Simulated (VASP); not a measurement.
# Sb (P6/mmm) in VASP: further runs, part 2 of 2

VASP 6.6.1. The steps go on from the part before.

### Step 3. Single point, RPBE (29.39 Å³/atom)

This run uses another cell than the first one, of 29.39 Å³/atom.

File INCAR:

```
  ALGO = Normal
  EDIFF = 1E-7
  ENCUT = 520
  GGA = RP
  ISIF = 2
  ISMEAR = -1
  LASPH = True
  LCHARG = False
  LREAL = False
  LWAVE = False
  NBANDS = 14
  NELM = 100
  PREC = Accurate
  SIGMA = 0.1
```

File KPOINTS:

```
k-points
0
Gamma
  8 8 11
```

File POSCAR:

```
Sb
1.0
    5.5474839409      0.0000000000      0.0000000000
   -2.7737419704      4.8042620199      0.0000000000
    0.0000000000      0.0000000000      3.3080958396
Sb
3
Direct
    0.0000000000      0.0000000000      0.0000000000
    0.3333333333      0.6666666667      0.5000000000
    0.6666666667      0.3333333333      0.5000000000
```

Potentials or basis: VASP PAW PBE potentials, release 64 (Sb).

Started as:

```
$ cat potpaw_PBE.64/Sb/POTCAR > POTCAR
$ mpirun -np 1 vasp_std > vasp.out
```

OUTCAR:

```text
EDIFF = 1E-7
   ENCUT = 520
   GGA = RP
   ISIF = 2
   ISMEAR = -1
   LASPH = True
   LREAL = False
   NELM = 100
   PREC = Accurate

 ion  position               nearest neighbor table
   1  0.000  0.000  0.000-   2 3.60   3 3.60   2 3.60   3 3.60   2 3.60   2 3.60   3 3.60   3 3.60
                             3 3.60   3 3.60   2 3.60   2 3.60
   2  0.333  0.667  0.500-   3 3.20   3 3.20   3 3.20   1 3.60   1 3.60   1 3.60   1 3.60   1 3.60
                             1 3.60
   3  0.667  0.333  0.500-   2 3.20   2 3.20   2 3.20   1 3.60   1 3.60   1 3.60   1 3.60   1 3.60
                             1 3.60

  LATTYP: Found a hexagonal cell.
 ALAT       =     5.5474839409
 C/A-ratio  =     0.5963236442

  Lattice vectors:

 A1 = (   5.5474839409,   0.0000000000,   0.0000000000)
 A2 = (  -2.7737419704,   4.8042620199,   0.0000000000)
 A3 = (   0.0000000000,   0.0000000000,   3.3080958396)

Analysis of symmetry for initial positions (statically):
=====================================================================
 Subroutine PRICEL returns:
 Original cell was already a primitive cell.

 Routine SETGRP: Setting up the symmetry group for a
 hexagonal supercell.

 Subroutine GETGRP returns: Found 24 space group operations
 (whereof 24 operations were pure point group operations)
 out of a pool of 24 trial point group operations.

The static configuration has the point symmetry D_6h.

Analysis of symmetry for dynamics (positions and initial velocities):
=====================================================================
 Subroutine PRICEL returns:
 Original cell was already a primitive cell.

 Routine SETGRP: Setting up the symmetry group for a
 hexagonal supercell.

 Subroutine GETGRP returns: Found 24 space group operations
 (whereof 24 operations were pure point group operations)
 out of a pool of 24 trial point group operations.

The dynamic configuration has the point symmetry D_6h.

 Subroutine INISYM returns: Found 24 space group operations
 (whereof 24 operations are pure point group operations),
 and found     1 'primitive' translations

[... 121 lines left out ...]
   GGA     = RP    functional components
   LHFCALC =     F    Hartree Fock is set to
   AEXX    =    0.0000 exact exchange contribution
   IVDW    =     0    specifies the selected vdW correction
   LEPSILON=     F    determine dielectric tensor
   LRPA    =     F    only Hartree local field effects (RPA)
 non-spin polarized calculation
  energy-cutoff  :      520.00
  volume of cell :       88.17
 maximum number of plane-waves:      2412
 NGX is ok and might be reduce to    42
   NGX = 21   NGY = 21   NGZ = 13

 number of electron      15.0000000 magnetization

 Free energy of the ion-electron system (eV)
  ---------------------------------------------------
  ext. energy  EPLUGINS =         0.00000000
  ---------------------------------------------------
  free energy    TOTEN  =       -10.53349276 eV

  energy without entropy =      -10.46718533  energy(sigma->0) =      -10.50033905

 E-fermi :   7.4237     XC(G=0):  -9.7964

 val. band max:        7.4062141674   @ k =   0.3750  -0.0000   0.3636
 cond. band min:       7.4369312543   @ k =   0.1250   0.1250   0.2727
 fundamental gap:      0.0307170869
 Fermi energy:         7.4237192986

 k-point     1 :       0.0000    0.0000    0.0000
  band No.  band energies     occupation
      1      -4.7690      2.00000
      2      -0.7417      2.00000
      3      -0.5313      2.00000
      4       3.8595      2.00000
      5       3.8595      2.00000
      6       4.1329      2.00000
      7       4.1329      2.00000
      8       9.0093      0.00000
      9      12.2398      0.00000
     10      12.2398      0.00000
     11      12.5959      0.00000
     12      12.6119      0.00000
     13      12.9062      0.00000
     14      17.4296      0.00000
[... 377 lines left out ...]
      1      -3.4754      2.00000
      2      -2.0371      2.00000
      3      -0.8940      2.00000
      4       2.8576      2.00000
      5       5.2633      2.00000
      6       7.0124      1.96780
      7       7.5191      0.55620
      8       7.5372      0.48665
      9       8.8909      0.00000
     10       9.2485      0.00000
     11       9.4669      0.00000
     12      10.0199      0.00000
     13      13.7070      0.00000
     14      14.8623      0.00000

 [... further k-points ...]
[... 5 lines left out ...]
  --------------------------------------------------------------------------------------
  -------------------------------------------------------------------------------------
  Total       -0.9974855     -0.9974855     -1.7173507     -0.0000000     -0.0000000     -0.0000000
  in kB      -18.1265992    -18.1265992    -31.2082023     -0.0000000     -0.0000000     -0.0000000
  external PRESSURE =     -22.4871336 kB  Pullay stress =       0.0000000 kB

 VOLUME and BASIS-vectors are now :
 -----------------------------------------------------------------------------
  energy-cutoff  :      520.00
  volume of cell :       88.17
      direct lattice vectors                 reciprocal lattice vectors
     5.547483941  0.000000000  0.000000000     0.180261901  0.104074257  0.000000000
    -2.773741970  4.804262020  0.000000000     0.000000000  0.208148514  0.000000000
     0.000000000  0.000000000  3.308095840     0.000000000  0.000000000  0.302288703

 POSITION                                       TOTAL-FORCE (eV/Angst)
 -----------------------------------------------------------------------------------
      0.00000      0.00000      0.00000        -0.000000      0.000000      0.000000
     -0.00000      3.20284      1.65405         0.000000      0.000000      0.000000
      2.77374      1.60142      1.65405        -0.000000     -0.000000     -0.000000
 -----------------------------------------------------------------------------------
    total drift:                               -0.000000      0.000000     -0.000000

  FREE ENERGIE OF THE ION-ELECTRON SYSTEM (eV)
  ---------------------------------------------------
  free  energy   TOTEN  =       -10.5334927619 eV

  energy  without entropy=      -10.4671853313  energy(sigma->0) =      -10.50033905
```

It took 28 s on 1 thread of Intel Xeon 6975P-C (Granite Rapids), shared host; peak memory 0.23 GiB.

Results:

- Free energy: -10.5335 eV
- Pressure: -2.2 GPa
- Band gap on the k mesh: zero (an odd number of electrons rules out a gap without spin polarisation)

Caveat: the PAW data sets were made with another functional, which shifts forces and pressure a little; spin-orbit coupling is left out, which moves the levels of the heavy elements.
